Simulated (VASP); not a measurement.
Runs of VASP 6.6.1 on Ir. The structure is that of space group Im-3m (No. 229), or close to it. The cells are those of the table. 

| cell | gap on the mesh (eV) | pressure (GPa) |
| --- | --- | --- |
| a = 2.777 Å, angles 109.5°, 1 atom | none | (b) |
| a = 2.811 Å, angles 109.5°, 1 atom | none | -24.3 |
| a = 2.707 Å, angles 109.5°, 1 atom | none | 0.4 |
| a = 2.594 Å, angles 109.5°, 1 atom | none | (a) |
| a = 2.670 Å, angles 109.5°, 1 atom | none | 13.7 |

Alike in all rows: task single point; level RPBE; potentials or basis VASP PAW PBE potentials, release 64 (Ir); no spin polarisation; k mesh 16 × 16 × 16; cutoff (eV) 520; smearing fermi-dirac 0.1 eV.

Fill in the values left out.

(a) 52.3; (b) -18.0.

Caveats: the PAW data sets were made with another functional, which shifts forces and pressure a little; spin-orbit coupling is left out, which moves the levels of the heavy elements.

A k mesh can miss the band edges, and the runs leave out spin-orbit coupling on Ir.

A gap of «none» marks levels without a gap at the run's occupations.
